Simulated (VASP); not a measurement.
Write the native input for VASP 6.6.1 that does the following.

| Property | Result |
| --- | --- |
| Task | single point |
| Functional | PBE |
| Potentials or basis | VASP PAW PBE potentials, release 64 (Ba_sv, Ti_sv, O) |
| Cutoff | 520 eV |
| k mesh | 7 × 7 × 7 |
| Occupations | fermi-dirac, width 0.08 eV |
| Spin | no spin polarisation |
| Dipole correction | no |
| Further INCAR settings | ALGO = Normal; EDIFF = 1e-07; NBANDS = 28 |

The structure of BaTiO3 lies in POSCAR:

```
BaTiO3
1.0
    3.9998000000      0.0399980000      0.0399980000
    0.0399980000      3.9998000000      0.0399980000
    0.0401800000      0.0401800000      4.0180000000
Ba Ti O
1 1 3
Direct
    0.0000000000      0.0000000000      0.0000000000
    0.5000000000      0.5000000000      0.4820000000
    0.5000000000      0.5000000000      0.0160000000
    0.5000000000      0.0000000000      0.5150000000
    0.0000000000      0.5000000000      0.5150000000
```

This cell differs from its parent crystal: equal xy, yz and zx shear strains of +2 %.

The input as run:

INCAR

```
PREC = Accurate
ENCUT = 520
EDIFF = 1E-7
ISMEAR = -1
SIGMA = 0.08
LREAL = False
LASPH = True
NELM = 100
ALGO = Normal
ISIF = 2
LWAVE = False
LCHARG = False
GGA = PE
NBANDS = 28
```

KPOINTS

```
Automatic mesh
0
Gamma
  7 7 7
```

Potentials or basis: VASP PAW PBE potentials, release 64 (Ba_sv, Ti_sv, O).

The run is started by

```bash
$ cat potpaw_PBE.64/Ba_sv/POTCAR potpaw_PBE.64/Ti_sv/POTCAR potpaw_PBE.64/O/POTCAR > POTCAR
$ mpirun -np 1 vasp_std > vasp.out
```

Results of the run:

```
Pressure               : 4.6 GPa
Largest force          : 0.310 eV/Å
Band gap on the k mesh : 1.84 eV (least direct gap 2.02 eV)
```

Caveat: the cell differs from its parent crystal (equal xy, yz and zx shear strains of +2 %); the cell stands under pressure; spin-orbit coupling is left out, which moves the levels of the heavy elements; an odd mesh through Γ misses points on the zone boundary, where band edges can lie.

Run time: 95 s on 1 thread of Intel(R) Xeon(R) 6975P-C (Granite Rapids), with other jobs on the host, peak memory 0.3 GiB.
